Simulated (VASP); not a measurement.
# Ta (Im-3m) in VASP: single point with LDA

Aim: the single point of Ta with LDA.

Everything below comes from runs of VASP 6.6.1. Logs are shortened: lines on timing, memory, paths and dates and some standing lists are left out, and cuts for length are marked.

## (1) The cell of the first run

Symmetry: Im-3m, No. 229, cubic system. The conventional cell has a = 3.188 Å, b = 3.188 Å, c = 3.188 Å, α = 90.00°, β = 90.00°, γ = 90.00°. Within 3.6 Å of Ta (site symmetry m-3m) lie 14 Ta at 2.76 to 3.19 Å.

## (2) Single point, LDA (16.20 Å³/atom)

File INCAR:

```
PREC = Accurate
ENCUT = 500
EDIFF = 1E-6
ISMEAR = 0
SIGMA = 0.05
LREAL = False
LASPH = True
NELM = 120
ALGO = Normal
ISIF = 2
LWAVE = False
LCHARG = False
NBANDS = 12
GGA_COMPAT = False
```

File KPOINTS:

```
regular mesh
0
Gamma
  22 22 22
```

File POSCAR:

```
Ta
1.0
   -1.5940229740      1.5940229740      1.5940229740
    1.5940229740     -1.5940229740      1.5940229740
    1.5940229740      1.5940229740     -1.5940229740
Ta
1
Direct
    0.0000000000      0.0000000000      0.0000000000
```

Potentials or basis: VASP PAW LDA potentials, release 64 (Ta_sv_GW).

The run is started by

```bash
cat potpaw_LDA.64/Ta_sv_GW/POTCAR > POTCAR
mpirun -np 1 vasp_std > vasp.out
```

OUTCAR:

```text
PREC = Accurate
   ENCUT = 500
   EDIFF = 1E-6
   ISMEAR = 0
   LREAL = False
   LASPH = True
   NELM = 120
   ISIF = 2

 ion  position               nearest neighbor table
   1  0.000  0.000  0.000-

  LATTYP: Found a body centered cubic cell.
 ALAT       =     3.1880459480

  Lattice vectors:

 A1 = (  -1.5940229740,   1.5940229740,   1.5940229740)
 A2 = (   1.5940229740,  -1.5940229740,   1.5940229740)
 A3 = (   1.5940229740,   1.5940229740,  -1.5940229740)

Analysis of symmetry for initial positions (statically):
=====================================================================
 Subroutine PRICEL returns:
 Original cell was already a primitive cell.

 Routine SETGRP: Setting up the symmetry group for a
 body centered cubic supercell.

 Subroutine GETGRP returns: Found 48 space group operations
 (whereof 48 operations were pure point group operations)
 out of a pool of 48 trial point group operations.

The static configuration has the point symmetry O_h .

Analysis of symmetry for dynamics (positions and initial velocities):
=====================================================================
 Subroutine PRICEL returns:
 Original cell was already a primitive cell.

 Routine SETGRP: Setting up the symmetry group for a
 body centered cubic supercell.

 Subroutine GETGRP returns: Found 48 space group operations
 (whereof 48 operations were pure point group operations)
 out of a pool of 48 trial point group operations.

The dynamic configuration has the point symmetry O_h .

 Subroutine INISYM returns: Found 48 space group operations
 (whereof 48 operations are pure point group operations),
 and found     1 'primitive' translations

----------------------------------------------------------------------------------------

                                     Primitive cell

  volume of cell :      16.2011

  direct lattice vectors                    reciprocal lattice vectors
    -1.594022974  1.594022974  1.594022974     0.000000000  0.313671765  0.313671765
     1.594022974 -1.594022974  1.594022974     0.313671765  0.000000000  0.313671765
     1.594022974  1.594022974 -1.594022974     0.313671765  0.313671765  0.000000000

  length of vectors
     2.760928779  2.760928779  2.760928779     0.443598864  0.443598864  0.443598864

  position of ions in fractional coordinates (direct lattice)
     0.000000000  0.000000000  0.000000000

  ion indices of the primitive-cell ions
   primitive index   ion index
                 1           1

----------------------------------------------------------------------------------------

 KPOINTS: regular mesh

Automatic generation of k-mesh.
 Grid dimensions read from file:
 generate k-points for:   22   22   22

 Generating k-lattice:

  Cartesian coordinates                     Fractional coordinates (reciprocal lattice)
     0.000000000  0.014257808  0.014257808     0.045454545  0.000000000  0.000000000
     0.014257808  0.000000000  0.014257808     0.000000000  0.045454545  0.000000000
     0.014257808  0.014257808  0.000000000     0.000000000  0.000000000  0.045454545

  Length of vectors
     0.020163585  0.020163585  0.020163585

  Shift w.r.t. Gamma in fractional coordinates (k-lattice)
     0.000000000  0.000000000  0.000000000

 Subroutine IBZKPT returns following result:
 ===========================================

 Found    328 irreducible k-points:

 Following reciprocal coordinates:
            Coordinates               Weight
  0.000000  0.000000  0.000000      1.000000
  0.045455  0.000000  0.000000     12.000000
  0.090909  0.000000  0.000000     12.000000
  0.136364  0.000000  0.000000     12.000000
  0.181818  0.000000  0.000000     12.000000
  0.227273  0.000000  0.000000     12.000000
[... 16 lines left out ...]
  0.090909  0.090909  0.000000     24.000000
  0.136364  0.090909  0.000000     48.000000
 [... further k-points ...]
   k-points           NKPTS =    328   k-points in BZ     NKDIM =    328   number of bands    NBANDS=     12
   number of dos      NEDOS =    301   number of ions     NIONS =      1
   total plane-waves  NPLWV =   8000
   dimension x,y,z NGX =    20 NGY =   20 NGZ =   20
   dimension x,y,z NGXF=    40 NGYF=   40 NGZF=   40
   ions per type =               1
   NGX,Y,Z   is equivalent  to a cutoff of  12.04, 12.04, 12.04 a.u.
   NGXF,Y,Z  is equivalent  to a cutoff of  24.09, 24.09, 24.09 a.u.
 SYSTEM =  unknown system
   PREC   = accura    normal or accurate (medium, high low for compatibility)
   ISTART =      0    job   : 0-new  1-cont  2-samecut
   ICHARG =      2    charge: 1-file 2-atom 10-const
   ISPIN  =      1    spin polarized calculation?
   LNONCOLLINEAR =      F non collinear calculations
   LSORBIT =      F    spin-orbit coupling
   LASPH  =      T    aspherical Exc in radial PAW
   ENCUT  =  500.0 eV  36.75 Ry    6.06 a.u.   5.03  5.03  5.03*2*pi/ulx,y,z
   NELM   =    120;   NELMIN=  2; NELMDL= -5     # of ELM steps
   EDIFF  = 0.1E-05   stopping-criterion for ELM
   LREAL  =      F    real-space projection
   EDIFFG = 0.1E-04   stopping-criterion for IOM
   NSW    =      0    number of steps for IOM
   IBRION =     -1    ionic relax: 0-MD 1-quasi-New 2-CG
   NFREE  =      0    steps in history (QN), initial steepest desc. (CG)
   ISIF   =      2    stress and relaxation
   ISYM   =      2    0-nonsym 1-usesym 2-fastsym
   POTIM  = 0.5000    time-step for ionic-motion
   TEBEG  =    0.0;   TEEND  =   0.0 temperature during run
   PSTRESS=    0.0 pullay stress
   NELECT =      13.0000    total number of electrons
   NUPDOWN=      -1.0000    fix difference up-down
   EMIN   =  10.00;   EMAX   =-10.00  energy-range for DOS
   EFERMI =   0.00;   METHOD = LEGACY
   ISMEAR =     0;   SIGMA  =   0.05  broadening in eV -4-tet -1-fermi 0-gaus
   EFERMI_NEDOS =   21; number of points for ismear=-14 and -15
   IALGO  =     38    algorithm
   IMIX   =      4    mixing-type and parameters
     AMIX     =   0.40;   BMIX     =  1.00
     AMIX_MAG =   1.60;   BMIX_MAG =  1.00
  volume/ion in A,a.u.               =      16.20       109.33
  Fermi-wavevector in a.u.,A,eV,Ry     =   1.521276  2.874795 31.487704  2.314281
  Thomas-Fermi vector in A             =   2.630013
   LORBIT       =      0    0 simple, 1 ext, 2 COOP (PROOUT), +10 PAW based schemes
   GGA     = CA    functional components
   LHFCALC =     F    Hartree Fock is set to
   AEXX    =    0.0000 exact exchange contribution
   IVDW    =     0    specifies the selected vdW correction
   LEPSILON=     F    determine dielectric tensor
   LRPA    =     F    only Hartree local field effects (RPA)
 non-spin polarized calculation
 Gauss-broadening in eV      SIGMA  =   0.05
  energy-cutoff  :      500.00
  volume of cell :       16.20
 maximum number of plane-waves:       421
   NGX =  9   NGY =  9   NGZ =  9

 number of electron      12.9999997 magnetization

 Free energy of the ion-electron system (eV)
  ---------------------------------------------------
  ext. energy  EPLUGINS =         0.00000000
  ---------------------------------------------------
  free energy    TOTEN  =       -15.26998653 eV

  energy without entropy =      -15.26840122  energy(sigma->0) =      -15.26919388

 E-fermi :  11.6392     XC(G=0): -13.8638

 val. band max:       11.6358588950   @ k =   0.3636   0.2273   0.0000
 cond. band min:      11.6459740946   @ k =   0.3182   0.1818   0.0000
 fundamental gap:      0.0101151995
 Fermi energy:        11.6391549415

 k-point     1 :       0.0000    0.0000    0.0000
  band No.  band energies     occupation
      1     -54.8980      2.00000
      2     -20.8396      2.00000
      3     -20.8396      2.00000
      4     -20.8396      2.00000
      5       3.4415      2.00000
      6      12.3022      0.00000
      7      12.3022      0.00000
      8      12.3022      0.00000
      9      15.9479      0.00000
     10      15.9479      0.00000
     11      26.7419      0.00000
     12      26.7419      0.00000

 k-point     2 :       0.0455    0.0000    0.0000
  band No.  band energies     occupation
      1     -54.8943      2.00000
      2     -20.8783      2.00000
      3     -20.8515      2.00000
      4     -20.8401      2.00000
      5       3.5482      2.00000
      6      12.2317      0.00000
      7      12.2846      0.00000
      8      12.4065      0.00000
      9      15.8239      0.00000
     10      15.9467      0.00000
     11      26.8414      0.00000
     12      26.9201      0.00000

 k-point     3 :       0.0909    0.0000    0.0000
  band No.  band energies     occupation
      1     -54.8833      2.00000
      2     -20.9876      2.00000
      3     -20.8844      2.00000
      4     -20.8412      2.00000
      5       3.8596      2.00000
      6      12.0330      0.00000
      7      12.2155      0.00000
      8      12.7182      0.00000
      9      15.5358      0.00000
     10      15.9479      0.00000
     11      27.1153      0.00000
     12      27.4420      0.00000
[... 286 lines left out ...]
 k-point    23 :       0.0909    0.0909    0.0000
  band No.  band energies     occupation
      1     -54.8560      2.00000
      2     -21.2493      2.00000
      3     -20.9341      2.00000
      4     -20.8762      2.00000
      5       4.6303      2.00000
      6      11.6841      0.20347
      7      11.8043      0.00000
      8      13.6023      0.00000
      9      15.0225      0.00000
     10      16.1164      0.00000
     11      27.6702      0.00000
     12      28.7965      0.00000

 k-point    24 :       0.1364    0.0909    0.0000
  band No.  band energies     occupation
      1     -54.8345      2.00000
      2     -21.4418      2.00000
      3     -20.9959      2.00000
      4     -20.8877      2.00000
      5       5.2320      2.00000
      6      11.3687      2.00000
      7      11.5331      1.99730
      8      14.3333      0.00000
      9      14.8691      0.00000
     10      16.2631      0.00000
     11      28.0860      0.00000
     12      29.2827      0.00000

 [... further k-points ...]

------------------------ aborting loop because EDIFF is reached ----------------------------------------

  FORCE on cell =-STRESS in cart. coord.  units (eV):
  Direction    XX          YY          ZZ          XY          YZ          ZX
  --------------------------------------------------------------------------------------
  -------------------------------------------------------------------------------------
  Total        1.4039819      1.4039819      1.4039819      0.0000000      0.0000000     -0.0000000
  in kB      138.8444027    138.8444027    138.8444027      0.0000000      0.0000000     -0.0000000
  external PRESSURE =     138.8444027 kB  Pullay stress =       0.0000000 kB

 VOLUME and BASIS-vectors are now :
 -----------------------------------------------------------------------------
  energy-cutoff  :      500.00
  volume of cell :       16.20
      direct lattice vectors                 reciprocal lattice vectors
    -1.594022974  1.594022974  1.594022974     0.000000000  0.313671765  0.313671765
     1.594022974 -1.594022974  1.594022974     0.313671765  0.000000000  0.313671765
     1.594022974  1.594022974 -1.594022974     0.313671765  0.313671765  0.000000000

 POSITION                                       TOTAL-FORCE (eV/Angst)
 -----------------------------------------------------------------------------------
      0.00000      0.00000      0.00000        -0.000000      0.000000     -0.000000
 -----------------------------------------------------------------------------------
    total drift:                                0.000000      0.000000     -0.000000

  FREE ENERGIE OF THE ION-ELECTRON SYSTEM (eV)
  ---------------------------------------------------
  free  energy   TOTEN  =       -15.2699865298 eV

  energy  without entropy=      -15.2684012243  energy(sigma->0) =      -15.26919388
```

Run time: 20 s. Hardware: 1 thread of Intel Xeon 6975P-C (Granite Rapids), shared host; peak memory 0.18 GiB.

What came out:

| Property | Result |
| --- | --- |
| Free energy | -15.2700 eV |
| Pressure | 13.9 GPa |
| Band gap on the k mesh | zero (an odd number of electrons rules out a gap without spin polarisation) |

Caveat: the cell stands under pressure; spin-orbit coupling is left out, which moves the levels of the heavy elements.
